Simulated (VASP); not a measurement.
# Ti2Te3Pt (P-4m2) in VASP: further runs

The runs below take Ti2Te3Pt through single point, with PBE.

Program: VASP 6.6.1. These are calculated values, not measurements. Logs are shortened: lines on timing, memory, paths and dates and some standing lists are left out, and cuts for length are marked.

## (1) The cell of the first run

It takes space group P-4m2 (No. 115, tetragonal). The conventional cell has a = 3.944 Å, b = 3.944 Å, c = 8.113 Å, α = 90.00°, β = 90.00°, γ = 90.00°. Ti (site symmetry 2mm) has 7 Te at 2.86 to 3.00 Å and 2 Pt at 2.86 Å within 3.8 Å. Te (site symmetry -4m2) has 4 Pt at 2.79 Å and 4 Ti at 2.86 Å and 4 Te at 3.63 Å within 3.7 Å. Te (site symmetry 2mm) has 5 Ti at 2.95 to 3.00 Å and 6 Te at 3.45 to 3.63 Å and 2 Pt at 3.63 Å within 3.9 Å. Pt (site symmetry -4m2) has 8 Te at 2.79 to 3.63 Å and 4 Ti at 2.86 Å within 3.7 Å.

## (2) Single point, PBE

Contents of INCAR:

```
SYSTEM = Ti2Te3Pt
ALGO     = Normal         ! electronic algorithm
EDIFF    = 1E-7           ! SCF threshold, eV
ENCUT    = 520            ! plane-wave cutoff, eV
GGA      = PE             ! functional
ISIF     = 2              ! what is computed and relaxed
ISMEAR   = 0              ! smearing method
LASPH    = .TRUE.         ! aspherical terms in the spheres
LCHARG   = .TRUE.         ! write CHGCAR
LELF     = .TRUE.         ! ELF
LREAL    = .FALSE.        ! projectors in reciprocal space
LVHAR    = .TRUE.       
LWAVE    = .FALSE.        ! write WAVECAR
NBANDS   = 35             ! bands
NELM     = 80             ! most SCF steps
PREC     = Accurate       ! precision mode
SIGMA    = 0.1            ! smearing width, eV
```

Contents of KPOINTS:

```
k-points
0
G
  4 4 2
  0 0 0
```

Contents of POSCAR:

```
Ti2Te3Pt
1.0
    3.9435151610      0.0000000000      0.0000000000
    0.0000000000      3.9435151610      0.0000000000
    0.0000000000      0.0000000000      8.1127153583
Ti Te Pt
2 3 1
Direct
    0.0000000000      0.5000000000      0.7442517294
    0.5000000000      0.0000000000      0.2557482706
    0.5000000000      0.5000000000      0.0000000000
    0.0000000000      0.5000000000      0.3750702052
    0.5000000000      0.0000000000      0.6249297948
    0.0000000000      0.0000000000      0.0000000000
```

Potentials or basis: VASP PAW PBE potentials, release 64 (Ti_sv, Te, Pt).

The run is started by

```console
$ cat potpaw_PBE.64/Ti_sv/POTCAR potpaw_PBE.64/Te/POTCAR potpaw_PBE.64/Pt/POTCAR > POTCAR
$ mpirun -np 1 vasp_std > vasp.out
```

OUTCAR:

```text
SYSTEM = Ti2Te3Pt
   EDIFF = 1E-7
   ENCUT = 520
   GGA = PE
   ISIF = 2
   ISMEAR = 0
   LASPH = .TRUE.
   LREAL = .FALSE.
   NELM = 80
   PREC = Accurate

 ion  position               nearest neighbor table
   1  0.000  0.500  0.744-   3 2.86   6 2.86   6 2.86   3 2.86   5 2.95   5 2.95   5 2.95   5 2.95
                             4 3.00
   2  0.500  0.000  0.256-   3 2.86   6 2.86   3 2.86   6 2.86   4 2.95   4 2.95   4 2.95   4 2.95
                             5 3.00
   3  0.500  0.500  0.000-   6 2.79   6 2.79   6 2.79   6 2.79   2 2.86   1 2.86   1 2.86   2 2.86
                             5 3.63   4 3.63   5 3.63   4 3.63
   4  0.000  0.500  0.375-   2 2.95   2 2.95   2 2.95   2 2.95   1 3.00   5 3.45   5 3.45   5 3.45
                             5 3.45   3 3.63   3 3.63
   5  0.500  0.000  0.625-   1 2.95   1 2.95   1 2.95   1 2.95   2 3.00   4 3.45   4 3.45   4 3.45
                             4 3.45   3 3.63   3 3.63
   6  0.000  0.000  0.000-   3 2.79   3 2.79   3 2.79   3 2.79   2 2.86   2 2.86   1 2.86   1 2.86

  LATTYP: Found a simple tetragonal cell.
 ALAT       =     3.9435151610
 C/A-ratio  =     2.0572294075

  Lattice vectors:

 A1 = (   3.9435151610,   0.0000000000,   0.0000000000)
 A2 = (   0.0000000000,   3.9435151610,   0.0000000000)
 A3 = (   0.0000000000,   0.0000000000,   8.1127153583)

Analysis of symmetry for initial positions (statically):
=====================================================================
 Subroutine PRICEL returns:
 Original cell was already a primitive cell.

 Routine SETGRP: Setting up the symmetry group for a
 simple tetragonal supercell.

 Subroutine GETGRP returns: Found  8 space group operations
 (whereof  8 operations were pure point group operations)
 out of a pool of 16 trial point group operations.

The static configuration has the point symmetry D_2d.

Analysis of symmetry for dynamics (positions and initial velocities):
=====================================================================
 Subroutine PRICEL returns:
 Original cell was already a primitive cell.

 Routine SETGRP: Setting up the symmetry group for a
 simple tetragonal supercell.

 Subroutine GETGRP returns: Found  8 space group operations
 (whereof  8 operations were pure point group operations)
 out of a pool of 16 trial point group operations.

The dynamic configuration has the point symmetry D_2d.

 Subroutine INISYM returns: Found  8 space group operations
 (whereof  8 operations are pure point group operations),
 and found     1 'primitive' translations

----------------------------------------------------------------------------------------

                                     Primitive cell

  volume of cell :     126.1634

  direct lattice vectors                    reciprocal lattice vectors
     3.943515161  0.000000000  0.000000000     0.253580869  0.000000000  0.000000000
     0.000000000  3.943515161  0.000000000     0.000000000  0.253580869  0.000000000
     0.000000000  0.000000000  8.112715358     0.000000000  0.000000000  0.123263292

  length of vectors
     3.943515161  3.943515161  8.112715358     0.253580869  0.253580869  0.123263292

  position of ions in fractional coordinates (direct lattice)
     0.000000000  0.500000000  0.744251729
     0.500000000  0.000000000  0.255748271
     0.500000000  0.500000000  0.000000000
     0.000000000  0.500000000  0.375070205
     0.500000000  0.000000000  0.624929795
     0.000000000  0.000000000  0.000000000

  ion indices of the primitive-cell ions
   primitive index   ion index
                 1           1
                 2           2
                 3           3
                 4           4
                 5           5
                 6           6

----------------------------------------------------------------------------------------

 KPOINTS: k-points

Automatic generation of k-mesh.
 Grid dimensions read from file:
 generate k-points for:    4    4    2

 Generating k-lattice:

  Cartesian coordinates                     Fractional coordinates (reciprocal lattice)
     0.063395217  0.000000000  0.000000000     0.250000000  0.000000000  0.000000000
     0.000000000  0.063395217  0.000000000     0.000000000  0.250000000  0.000000000
     0.000000000  0.000000000  0.061631646     0.000000000  0.000000000  0.500000000

  Length of vectors
     0.063395217  0.063395217  0.061631646

  Shift w.r.t. Gamma in fractional coordinates (k-lattice)
     0.000000000  0.000000000  0.000000000

 Subroutine IBZKPT returns following result:
 ===========================================

 Found     12 irreducible k-points:

 Following reciprocal coordinates:
            Coordinates               Weight
  0.000000  0.000000  0.000000      1.000000
  0.250000  0.000000  0.000000      4.000000
  0.500000  0.000000  0.000000      2.000000
  0.250000  0.250000  0.000000      4.000000
  0.500000  0.250000  0.000000      4.000000
  0.500000  0.500000  0.000000      1.000000
  0.000000  0.000000  0.500000      1.000000
  0.250000  0.000000  0.500000      4.000000
  0.500000  0.000000  0.500000      2.000000
  0.250000  0.250000  0.500000      4.000000
  0.500000  0.250000  0.500000      4.000000
  0.500000  0.500000  0.500000      1.000000
   k-points           NKPTS =     12   k-points in BZ     NKDIM =     12   number of bands    NBANDS=     35
   number of dos      NEDOS =    301   number of ions     NIONS =      6
   total plane-waves  NPLWV =  54000
   dimension x,y,z NGX =    30 NGY =   30 NGZ =   60
   dimension x,y,z NGXF=    60 NGYF=   60 NGZF=  120
   ions per type =               2   3   1
   NGX,Y,Z   is equivalent  to a cutoff of  12.65, 12.65, 12.30 a.u.
   NGXF,Y,Z  is equivalent  to a cutoff of  25.29, 25.29, 24.59 a.u.
 SYSTEM =  Ti2Te3Pt
   PREC   = accura    normal or accurate (medium, high low for compatibility)
   ISTART =      0    job   : 0-new  1-cont  2-samecut
   ICHARG =      2    charge: 1-file 2-atom 10-const
   ISPIN  =      1    spin polarized calculation?
   LNONCOLLINEAR =      F non collinear calculations
   LSORBIT =      F    spin-orbit coupling
   LASPH  =      T    aspherical Exc in radial PAW
   ENCUT  =  520.0 eV  38.22 Ry    6.18 a.u.   7.33  7.33 15.08*2*pi/ulx,y,z
   NELM   =     80;   NELMIN=  2; NELMDL= -5     # of ELM steps
   EDIFF  = 0.1E-06   stopping-criterion for ELM
   LREAL  =      F    real-space projection
   EDIFFG = 0.1E-05   stopping-criterion for IOM
   NSW    =      0    number of steps for IOM
   IBRION =     -1    ionic relax: 0-MD 1-quasi-New 2-CG
   NFREE  =      0    steps in history (QN), initial steepest desc. (CG)
   ISIF   =      2    stress and relaxation
   ISYM   =      2    0-nonsym 1-usesym 2-fastsym
   POTIM  = 0.5000    time-step for ionic-motion
   TEBEG  =    0.0;   TEEND  =   0.0 temperature during run
   PSTRESS=    0.0 pullay stress
   NELECT =      52.0000    total number of electrons
   NUPDOWN=      -1.0000    fix difference up-down
   EMIN   =  10.00;   EMAX   =-10.00  energy-range for DOS
   EFERMI =   0.00;   METHOD = LEGACY
   ISMEAR =     0;   SIGMA  =   0.10  broadening in eV -4-tet -1-fermi 0-gaus
   EFERMI_NEDOS =   21; number of points for ismear=-14 and -15
   IALGO  =     38    algorithm
   IMIX   =      4    mixing-type and parameters
     AMIX     =   0.40;   BMIX     =  1.00
     AMIX_MAG =   1.60;   BMIX_MAG =  1.00
  volume/ion in A,a.u.               =      21.03       141.90
  Fermi-wavevector in a.u.,A,eV,Ry     =   1.218330  2.302309 20.195501  1.484327
  Thomas-Fermi vector in A             =   2.353620
   LORBIT       =      0    0 simple, 1 ext, 2 COOP (PROOUT), +10 PAW based schemes
   GGA     = PE    functional components
   LHFCALC =     F    Hartree Fock is set to
   AEXX    =    0.0000 exact exchange contribution
   IVDW    =     0    specifies the selected vdW correction
   LEPSILON=     F    determine dielectric tensor
   LRPA    =     F    only Hartree local field effects (RPA)
 non-spin polarized calculation
 Gauss-broadening in eV      SIGMA  =   0.10
  energy-cutoff  :      520.00
  volume of cell :      126.16
 maximum number of plane-waves:      3422
 NGX is ok and might be reduce to    30
   NGX = 15   NGY = 15   NGZ = 31

 number of electron      51.9999987 magnetization

 Free energy of the ion-electron system (eV)
  ---------------------------------------------------
  ext. energy  EPLUGINS =         0.00000000
  ---------------------------------------------------
  free energy    TOTEN  =       -34.64657151 eV

  energy without entropy =      -34.62081099  energy(sigma->0) =      -34.63369125

 E-fermi :   9.6826     XC(G=0): -11.1328

 val. band max:        9.6697043935   @ k =   0.5000   0.0000   0.5000
 cond. band min:       9.7112545063   @ k =   0.5000   0.2500   0.0000
 fundamental gap:      0.0415501128
 Fermi energy:         9.6826012881

 k-point     1 :       0.0000    0.0000    0.0000
  band No.  band energies     occupation
      1     -47.9697      2.00000
      2     -47.9695      2.00000
      3     -24.2672      2.00000
      4     -24.2672      2.00000
      5     -24.2196      2.00000
      6     -24.2196      2.00000
[... 27 lines left out ...]
     34      11.8304      0.00000
     35      11.8316      0.00000

 k-point     2 :       0.2500    0.0000    0.0000
  band No.  band energies     occupation
      1     -47.9693      2.00000
      2     -47.9692      2.00000
      3     -24.2765      2.00000
      4     -24.2661      2.00000
      5     -24.2277      2.00000
      6     -24.2185      2.00000
[... 27 lines left out ...]
     34      12.0373      0.00000
     35      12.1124      0.00000
[... 340 lines left out ...]
     34      12.0612      0.00000
     35      12.3088      0.00000

 k-point    12 :       0.5000    0.5000    0.5000
  band No.  band energies     occupation
      1     -47.9681      2.00000
      2     -47.9681      2.00000
      3     -24.2833      2.00000
      4     -24.2829      2.00000
      5     -24.2335      2.00000
      6     -24.2326      2.00000
[... 27 lines left out ...]
     34      11.3052      0.00000
     35      12.4556      0.00000

------------------------ aborting loop because EDIFF is reached ----------------------------------------

  FORCE on cell =-STRESS in cart. coord.  units (eV):
  Direction    XX          YY          ZZ          XY          YZ          ZX
  --------------------------------------------------------------------------------------
  -------------------------------------------------------------------------------------
  Total       -0.0377483     -0.0377483      0.0251619      0.0000000      0.0000000      0.0000000
  in kB       -0.4793738     -0.4793738      0.3195368      0.0000000      0.0000000      0.0000000
  external PRESSURE =      -0.2130703 kB  Pullay stress =       0.0000000 kB

 VOLUME and BASIS-vectors are now :
 -----------------------------------------------------------------------------
  energy-cutoff  :      520.00
  volume of cell :      126.16
      direct lattice vectors                 reciprocal lattice vectors
     3.943515161  0.000000000  0.000000000     0.253580869  0.000000000  0.000000000
     0.000000000  3.943515161  0.000000000     0.000000000  0.253580869  0.000000000
     0.000000000  0.000000000  8.112715358     0.000000000  0.000000000  0.123263292

 POSITION                                       TOTAL-FORCE (eV/Angst)
 -----------------------------------------------------------------------------------
      0.00000      1.97176      6.03790        -0.000000     -0.000000      0.006026
      1.97176      0.00000      2.07481         0.000000      0.000000     -0.006026
      1.97176      1.97176      0.00000         0.000000      0.000000     -0.000000
      0.00000      1.97176      3.04284         0.000000      0.000000      0.002512
      1.97176      0.00000      5.06988         0.000000      0.000000     -0.002512
      0.00000      0.00000      0.00000         0.000000      0.000000     -0.000000
 -----------------------------------------------------------------------------------
    total drift:                                0.000000      0.000000     -0.000000

  FREE ENERGIE OF THE ION-ELECTRON SYSTEM (eV)
  ---------------------------------------------------
  free  energy   TOTEN  =       -34.6465715050 eV

  energy  without entropy=      -34.6208109949  energy(sigma->0) =      -34.63369125
```

It took 67 s on 1 thread of Intel Xeon Platinum 8259CL at 2.50GHz (Skylake/Cascade Lake), shared host; peak memory 0.24 GiB.

Results:

| Quantity | Value |
| --- | --- |
| Free energy | -34.6466 eV |
| Pressure | 0.0 GPa |
| Largest force | 0.006 eV/Å |
| Band gap on the k mesh | zero (band 26 reaches 10.01 eV, above the bottom of band 27 at 9.00 eV) |

Forces on the atoms (eV/Å):
```
Ti   0.000  0.000  0.006
Ti   0.000  0.000 -0.006
Te   0.000  0.000  0.000
Te   0.000  0.000  0.003
Te   0.000  0.000 -0.003
Pt   0.000  0.000  0.000
```

Stress tensor (GPa, compression positive):
```
-0.05  0.00  0.00
 0.00 -0.05  0.00
 0.00  0.00  0.03
```

Caveat: the k points lie up to 0.40 Å⁻¹ apart; spin-orbit coupling is left out, which moves the levels of the heavy elements.

## (3) Single point, PBE

This run uses another cell than the first one, of 22.96 Å³/atom, 1.092 times its volume.

Contents of INCAR:

```
SYSTEM = Ti2Te3Pt
ALGO = Normal ; EDIFF = 1E-6
ENCUT = 520 ; GGA = PE
ISIF = 2 ; ISMEAR = 0
LASPH = .TRUE. ; LCHARG = .FALSE.
LREAL = .FALSE. ; LWAVE = .FALSE.
NBANDS = 35 ; NELM = 60
PREC = Accurate ; SIGMA = 0.1
```

KPOINTS is that of step 2.

Contents of POSCAR:

```
Ti2Te3Pt
1.0
    3.9759010600      0.0000000000      0.0000000000
    0.0000000000      3.9759010600      0.0000000000
    0.0000000000      0.0000000000      8.7137075200
Ti Te Pt
2 3 1
Direct
    0.0000000000      0.5000000000      0.7340000300
    0.5000000000      0.0000000000      0.2659999700
    0.5000000000      0.5000000000      0.0000000000
    0.0000000000      0.5000000000      0.3820000000
    0.5000000000      0.0000000000      0.6180000000
    0.0000000000      0.0000000000      0.0000000000
```

Potentials or basis: VASP PAW PBE potentials, release 64 (Ti_sv, Te, Pt).

The run is started by

```console
$ cat potpaw_PBE.64/Ti_sv/POTCAR potpaw_PBE.64/Te/POTCAR potpaw_PBE.64/Pt/POTCAR > POTCAR
$ mpirun -np 1 vasp_std > vasp.out
```

It took 67 s on 1 thread of Intel Xeon Platinum 8259CL at 2.50GHz (Skylake/Cascade Lake), shared host; peak memory 0.26 GiB.

The run converged. Its results:

| Item | Value |
| --- | --- |
| Free energy | -34.2384 eV |
| Pressure | -7.5 GPa |
| Largest force | 0.426 eV/Å |
| Band gap on the k mesh | zero (band 26 reaches 8.62 eV, above the bottom of band 27 at 7.81 eV) |

Forces on the atoms (eV/Å):
```
Ti   0.000  0.000  0.426
Ti   0.000  0.000 -0.426
Te   0.000  0.000  0.000
Te   0.000  0.000 -0.240
Te   0.000  0.000  0.240
Pt   0.000  0.000  0.000
```

Stress tensor (GPa, compression positive):
```
-6.64  0.00  0.00
 0.00 -6.64  0.00
 0.00  0.00 -9.35
```

Levels at points of the mesh, in eV from the Fermi level:
```csv
k point,band 23,band 24,band 25,band 26,band 27,band 28,band 29,band 30
"(0.00, 0.00, 0.00)",-1.37,-1.17,-0.68,-0.68,-0.34,0.32,0.34,0.52
"(0.50, 0.00, 0.00)",-1.22,-1.12,0.12,0.14,0.36,0.56,0.71,1.03
"(0.50, 0.50, 0.00)",-2.14,-2.14,-2.14,-1.49,-0.07,0.85,0.85,1.01
"(0.00, 0.00, 0.50)",-1.51,-1.16,-0.87,-0.67,-0.67,0.29,0.38,0.48
"(0.50, 0.00, 0.50)",-2.11,-0.74,-0.08,0.10,0.58,0.73,0.80,1.12
"(0.50, 0.50, 0.50)",-2.28,-2.17,-2.15,-1.46,-0.09,0.86,0.86,0.93
```

Caveat: the k points lie up to 0.40 Å⁻¹ apart; spin-orbit coupling is left out, which moves the levels of the heavy elements.
